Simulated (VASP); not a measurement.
# Cd (Im-3m) in VASP: notebook, part 2 of 2

VASP 6.6.1.

### 4 Single point, PBE

This run uses another cell than the first one, of 23.36 Å³/atom, 1.087 times its volume.

The input, INCAR:

```
PREC = Accurate ; ENCUT = 520
EDIFF = 1E-7 ; ISMEAR = -1
SIGMA = 0.1 ; LREAL = F
LASPH = T ; NELM = 100
ALGO = Normal ; ISIF = 2
LWAVE = F ; LCHARG = F
GGA = PE ; NBANDS = 12
```

The input, KPOINTS:

```
regular mesh
0
Gamma
  14 14 14
```

The input, POSCAR:

```
Cd
1.0
   -1.8007863773      1.8007863773      1.8007863773
    1.8007863773     -1.8007863773      1.8007863773
    1.8007863773      1.8007863773     -1.8007863773
Cd
1
Direct
    0.0000000000      0.0000000000      0.0000000000
```

Potentials or basis: VASP PAW PBE potentials, release 64 (Cd).

Started as:

```bash
$ cat potpaw_PBE.64/Cd/POTCAR > POTCAR
$ mpirun -np 1 vasp_std > vasp.out
```

OUTCAR:

```text
PREC = Accurate
   ENCUT = 520
   EDIFF = 1E-7
   ISMEAR = -1
   LREAL = F
   LASPH = T
   NELM = 100
   ISIF = 2
   GGA = PE

 ion  position               nearest neighbor table
   1  0.000  0.000  0.000-

  LATTYP: Found a body centered cubic cell.
 ALAT       =     3.6015727546

  Lattice vectors:

 A1 = (  -1.8007863773,   1.8007863773,   1.8007863773)
 A2 = (   1.8007863773,  -1.8007863773,   1.8007863773)
 A3 = (   1.8007863773,   1.8007863773,  -1.8007863773)

Analysis of symmetry for initial positions (statically):
=====================================================================
 Subroutine PRICEL returns:
 Original cell was already a primitive cell.

 Routine SETGRP: Setting up the symmetry group for a
 body centered cubic supercell.

 Subroutine GETGRP returns: Found 48 space group operations
 (whereof 48 operations were pure point group operations)
 out of a pool of 48 trial point group operations.

The static configuration has the point symmetry O_h .

Analysis of symmetry for dynamics (positions and initial velocities):
=====================================================================
 Subroutine PRICEL returns:
 Original cell was already a primitive cell.

 Routine SETGRP: Setting up the symmetry group for a
 body centered cubic supercell.

 Subroutine GETGRP returns: Found 48 space group operations
 (whereof 48 operations were pure point group operations)
 out of a pool of 48 trial point group operations.

The dynamic configuration has the point symmetry O_h .

 Subroutine INISYM returns: Found 48 space group operations
 (whereof 48 operations are pure point group operations),
 and found     1 'primitive' translations

----------------------------------------------------------------------------------------

                                     Primitive cell

  volume of cell :      23.3586

  direct lattice vectors                    reciprocal lattice vectors
    -1.800786377  1.800786377  1.800786377     0.000000000  0.277656476  0.277656476
     1.800786377 -1.800786377  1.800786377     0.277656476  0.000000000  0.277656476
     1.800786377  1.800786377 -1.800786377     0.277656476  0.277656476  0.000000000

  length of vectors
     3.119053499  3.119053499  3.119053499     0.392665554  0.392665554  0.392665554

  position of ions in fractional coordinates (direct lattice)
     0.000000000  0.000000000  0.000000000

  ion indices of the primitive-cell ions
   primitive index   ion index
                 1           1

----------------------------------------------------------------------------------------

 KPOINTS: regular mesh

Automatic generation of k-mesh.
 Grid dimensions read from file:
 generate k-points for:   14   14   14

 Generating k-lattice:

  Cartesian coordinates                     Fractional coordinates (reciprocal lattice)
     0.000000000  0.019832605  0.019832605     0.071428571  0.000000000  0.000000000
     0.019832605  0.000000000  0.019832605     0.000000000  0.071428571  0.000000000
     0.019832605  0.019832605  0.000000000     0.000000000  0.000000000  0.071428571

  Length of vectors
     0.028047540  0.028047540  0.028047540

  Shift w.r.t. Gamma in fractional coordinates (k-lattice)
     0.000000000  0.000000000  0.000000000

 Subroutine IBZKPT returns following result:
 ===========================================

 Found    104 irreducible k-points:

 Following reciprocal coordinates:
            Coordinates               Weight
  0.000000  0.000000  0.000000      1.000000
  0.071429  0.000000  0.000000     12.000000
  0.142857  0.000000  0.000000     12.000000
  0.214286  0.000000  0.000000     12.000000
  0.285714  0.000000  0.000000     12.000000
  0.357143  0.000000  0.000000     12.000000
[... 16 lines left out ...]
  0.285714  0.285714  0.000000     24.000000
  0.357143  0.285714  0.000000     24.000000
 [... further k-points ...]
   k-points           NKPTS =    104   k-points in BZ     NKDIM =    104   number of bands    NBANDS=     12
   number of dos      NEDOS =    301   number of ions     NIONS =      1
   total plane-waves  NPLWV =  13824
   dimension x,y,z NGX =    24 NGY =   24 NGZ =   24
   dimension x,y,z NGXF=    48 NGYF=   48 NGZF=   48
   ions per type =               1
   NGX,Y,Z   is equivalent  to a cutoff of  12.79, 12.79, 12.79 a.u.
   NGXF,Y,Z  is equivalent  to a cutoff of  25.58, 25.58, 25.58 a.u.
 SYSTEM =  unknown system
   PREC   = accura    normal or accurate (medium, high low for compatibility)
   ISTART =      0    job   : 0-new  1-cont  2-samecut
   ICHARG =      2    charge: 1-file 2-atom 10-const
   ISPIN  =      1    spin polarized calculation?
   LNONCOLLINEAR =      F non collinear calculations
   LSORBIT =      F    spin-orbit coupling
   LASPH  =      T    aspherical Exc in radial PAW
   ENCUT  =  520.0 eV  38.22 Ry    6.18 a.u.   5.80  5.80  5.80*2*pi/ulx,y,z
   NELM   =    100;   NELMIN=  2; NELMDL= -5     # of ELM steps
   EDIFF  = 0.1E-06   stopping-criterion for ELM
   LREAL  =      F    real-space projection
   EDIFFG = 0.1E-05   stopping-criterion for IOM
   NSW    =      0    number of steps for IOM
   IBRION =     -1    ionic relax: 0-MD 1-quasi-New 2-CG
   NFREE  =      0    steps in history (QN), initial steepest desc. (CG)
   ISIF   =      2    stress and relaxation
   ISYM   =      2    0-nonsym 1-usesym 2-fastsym
   POTIM  = 0.5000    time-step for ionic-motion
   TEBEG  =    0.0;   TEEND  =   0.0 temperature during run
   PSTRESS=    0.0 pullay stress
   NELECT =      12.0000    total number of electrons
   NUPDOWN=      -1.0000    fix difference up-down
   EMIN   =  10.00;   EMAX   =-10.00  energy-range for DOS
   EFERMI =   0.00;   METHOD = LEGACY
   ISMEAR =    -1;   SIGMA  =   0.10  broadening in eV -4-tet -1-fermi 0-gaus
   EFERMI_NEDOS =   21; number of points for ismear=-14 and -15
   IALGO  =     38    algorithm
   IMIX   =      4    mixing-type and parameters
     AMIX     =   0.40;   BMIX     =  1.00
     AMIX_MAG =   1.60;   BMIX_MAG =  1.00
  volume/ion in A,a.u.               =      23.36       157.63
  Fermi-wavevector in a.u.,A,eV,Ry     =   1.311152  2.477718 23.390043  1.719120
  Thomas-Fermi vector in A             =   2.441633
   LORBIT       =      0    0 simple, 1 ext, 2 COOP (PROOUT), +10 PAW based schemes
   GGA     = PE    functional components
[... 5 lines left out ...]
 non-spin polarized calculation
  energy-cutoff  :      520.00
  volume of cell :       23.36
 maximum number of plane-waves:       643
   NGX = 11   NGY = 11   NGZ = 11

 number of electron      12.0000007 magnetization

 Free energy of the ion-electron system (eV)
  ---------------------------------------------------
  ext. energy  EPLUGINS =         0.00000000
  ---------------------------------------------------
  free energy    TOTEN  =        -0.69505466 eV

  energy without entropy =       -0.68080041  energy(sigma->0) =       -0.68792753

 E-fermi :   2.3975     XC(G=0): -10.6326

 val. band max:        2.3720865622   @ k =  -0.4286   0.5000   0.0714
 cond. band min:       2.3997349518   @ k =  -0.4286  -0.4286   0.1429
 fundamental gap:      0.0276483896
 Fermi energy:         2.3974683426

 k-point     1 :       0.0000    0.0000    0.0000
  band No.  band energies     occupation
      1      -6.6690      2.00000
      2      -6.6690      2.00000
      3      -6.6690      2.00000
      4      -6.1024      2.00000
      5      -6.1024      2.00000
      6      -5.9263      2.00000
      7      17.6427      0.00000
      8      17.6427      0.00000
      9      17.6427      0.00000
     10      17.8955      0.00000
     11      17.8955      0.00000
     12      17.8955      0.00000

 k-point     2 :       0.0714    0.0000    0.0000
  band No.  band energies     occupation
      1      -6.6833      2.00000
      2      -6.6642      2.00000
      3      -6.6264      2.00000
      4      -6.1186      2.00000
      5      -6.1019      2.00000
      6      -5.7918      2.00000
      7      15.9683      0.00000
      8      16.9935      0.00000
      9      17.1212      0.00000
     10      17.4196      0.00000
     11      17.5367      0.00000
     12      17.8988      0.00000
[... 316 lines left out ...]
 k-point    24 :       0.3571    0.2857    0.0000
  band No.  band energies     occupation
      1      -6.9152      2.00000
      2      -6.5663      2.00000
      3      -6.3909      2.00000
      4      -6.0873      2.00000
      5      -6.0078      2.00000
      6       2.4830      0.59670
      7       2.6936      0.09838
      8       4.5084      0.00000
      9      11.3960      0.00000
     10      18.5269      0.00000
     11      19.6515      0.00000
     12      21.2860      0.00000

 [... further k-points ...]

------------------------ aborting loop because EDIFF is reached ----------------------------------------

  FORCE on cell =-STRESS in cart. coord.  units (eV):
  Direction    XX          YY          ZZ          XY          YZ          ZX
  --------------------------------------------------------------------------------------
  -------------------------------------------------------------------------------------
  Total        0.0464183      0.0464183      0.0464183      0.0000000      0.0000000     -0.0000000
  in kB        3.1838569      3.1838569      3.1838569      0.0000000      0.0000000     -0.0000000
  external PRESSURE =       3.1838569 kB  Pullay stress =       0.0000000 kB

 VOLUME and BASIS-vectors are now :
 -----------------------------------------------------------------------------
  energy-cutoff  :      520.00
  volume of cell :       23.36
      direct lattice vectors                 reciprocal lattice vectors
    -1.800786377  1.800786377  1.800786377     0.000000000  0.277656476  0.277656476
     1.800786377 -1.800786377  1.800786377     0.277656476  0.000000000  0.277656476
     1.800786377  1.800786377 -1.800786377     0.277656476  0.277656476  0.000000000

 POSITION                                       TOTAL-FORCE (eV/Angst)
 -----------------------------------------------------------------------------------
      0.00000      0.00000      0.00000        -0.000000      0.000000      0.000000
 -----------------------------------------------------------------------------------
    total drift:                               -0.000000      0.000000      0.000000

  FREE ENERGIE OF THE ION-ELECTRON SYSTEM (eV)
  ---------------------------------------------------
  free  energy   TOTEN  =        -0.6950546554 eV

  energy  without entropy=       -0.6808004103  energy(sigma->0) =       -0.68792753
```

Run time: 40 s. Hardware: 1 thread of AMD EPYC 7R13, shared host; peak memory 0.13 GiB.

Results:

| Item | Value |
| --- | --- |
| Free energy | -0.6951 eV |
| Pressure | 0.3 GPa |
| Band gap on the k mesh | zero (band 6 reaches 5.81 eV, above the bottom of band 7 at 1.41 eV) |

### 5 Single point, PBE (volume scaled by 1.04)

The input, INCAR:

```
SYSTEM = Cd
ALGO = Normal
EDIFF = 1E-6
ENCUT = 520
GGA = PE
ISIF = 2
ISMEAR = -1
LASPH = .TRUE.
LCHARG = .FALSE.
LREAL = .FALSE.
LWAVE = .FALSE.
NBANDS = 12
NELM = 80
PREC = Accurate
SIGMA = 0.1
```

The input, KPOINTS:

```
k-points
0
G
  14 14 14
  0 0 0
```

The input, POSCAR:

```
Cd
1.0
   -1.8244836524      1.8244836524      1.8244836524
    1.8244836524     -1.8244836524      1.8244836524
    1.8244836524      1.8244836524     -1.8244836524
Cd
1
Direct
    0.0000000000      0.0000000000      0.0000000000
```

Started as:

```bash
$ cat potpaw_PBE.64/Cd/POTCAR > POTCAR
$ mpirun -np 1 vasp_std > vasp.out
```

It took 35 s on 1 thread of AMD EPYC 7R13, shared host; peak memory 0.13 GiB.

Results (log left out):

- Free energy: -0.6930 eV
- Pressure: -1.0 GPa
- Band gap on the k mesh: zero (band 6 reaches 5.51 eV, above the bottom of band 7 at 1.09 eV)

Levels at points of the mesh, in eV from the Fermi level:
| k point | band 2 | band 3 | band 4 | band 5 | band 6 | band 7 | band 8 | band 9 | band 10 | band 11 |
| --- | --- | --- | --- | --- | --- | --- | --- | --- | --- | --- |
| (0.00, 0.00, 0.00) | -8.95 | -8.95 | -8.43 | -8.43 | -8.03 | 14.99 | 14.99 | 14.99 | 15.08 | 15.08 |
| (0.50, 0.00, 0.00) | -9.21 | -8.46 | -8.41 | -8.08 | -1.70 | -1.04 | 8.80 | 9.66 | 12.93 | 13.33 |
| (0.50, 0.50, 0.50) | -9.33 | -8.16 | -8.16 | -8.16 | 3.39 | 3.39 | 3.39 | 4.92 | 7.67 | 7.67 |

Caveat: the cell differs from its parent crystal (volume scaled by 1.04).

### 6 Overview

| cell | gap on the mesh (eV) | pressure (GPa) |
| --- | --- | --- |
| a = 3.034 Å, angles 109.5°, 1 atom | none | 4.3 |
| a = 3.077 Å, angles 109.5°, 1 atom | none | 2.0 |
| a = 3.119 Å, angles 109.5°, 1 atom | none | 0.3 |
| a = 3.160 Å, angles 109.5°, 1 atom | none | -1.0 |

Alike in all rows: task single point; level PBE; potentials or basis VASP PAW PBE potentials, release 64 (Cd); no spin polarisation; k mesh 14 × 14 × 14; cutoff (eV) 520; smearing fermi-dirac 0.1 eV.

Absolute energies hang on the potentials; compare differences alone.
